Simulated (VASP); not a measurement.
Set up this calculation in VASP 6.6.1, as the native input.

* Task: relaxation of cell and atoms
* Functional: PBE
* Potentials or basis: VASP PAW PBE potentials, release 64 (Li_sv, Ru_pv)
* Cutoff: 600 eV
* k mesh: 12 × 12 × 12
* Occupations: gaussian, width 0.1 eV
* Spin: no spin polarisation
* Dipole correction: no
* Further INCAR settings: ALGO = Normal; EDIFF = 1e-07; IBRION = 2; EDIFFG = -0.04; NSW = 90; ISIF = 3

The structure of LiRu lies in POSCAR:

```
LiRu
1.0
    1.2309357200      0.7106810700      4.8511920000
   -1.2309357200      0.7106810700      4.8511920000
    0.0000000000     -1.4213621400      4.8511920000
Li Ru
1 1
Direct
    0.5000000000      0.5000000000      0.5000000000
    0.0000000000      0.0000000000      0.0000000000
```

The cell was built from a structure type or drawn by symmetry, and may not be a known phase.

One way to write it, as run:

INCAR

```
SYSTEM = LiRu
PREC = Accurate ; ENCUT = 600
EDIFF = 1E-7 ; ISMEAR = 0
SIGMA = 0.1 ; LREAL = .FALSE.
LASPH = .TRUE. ; NELM = 100
ALGO = Normal ; ISIF = 3
LWAVE = .FALSE. ; LCHARG = .FALSE.
GGA = PE ; IBRION = 2
NSW = 90 ; EDIFFG = -0.04
```

KPOINTS

```
Automatic mesh
0
G
  12 12 12
  0 0 0
```

Potentials or basis: VASP PAW PBE potentials, release 64 (Li_sv, Ru_pv).

Launch:

```console
$ cat potpaw_PBE.64/Li_sv/POTCAR potpaw_PBE.64/Ru_pv/POTCAR > POTCAR
$ mpirun -np 1 vasp_std > vasp.out
```

It gave:

```yaml
Relaxed_volume: 13.60 Å³/atom
Relaxed_cell: a = 4.825 Å, b = 4.825 Å, c = 4.825 Å, α = 31.48°, β = 31.48°, γ = 31.48°
Space_group_after_relaxing_to_0.1_Å: R-3m (No. 166)
Energy_gained_by_relaxing: 203.7 meV/atom
Ionic_steps: 7
Pressure_after_relaxing: 0.2 GPa
Band_gap_on_the_k_mesh: zero (an odd number of electrons rules out a gap without spin polarisation)
```

Caveat: the cutoff is under 1.25 times the usual one of these potentials, so pressure, stress and relaxed cells hold a basis-set (Pulay) error.

Wall time 28 min on 1 thread of Intel Xeon 8259CL, with other jobs on the host, peak memory 0.32 GiB.
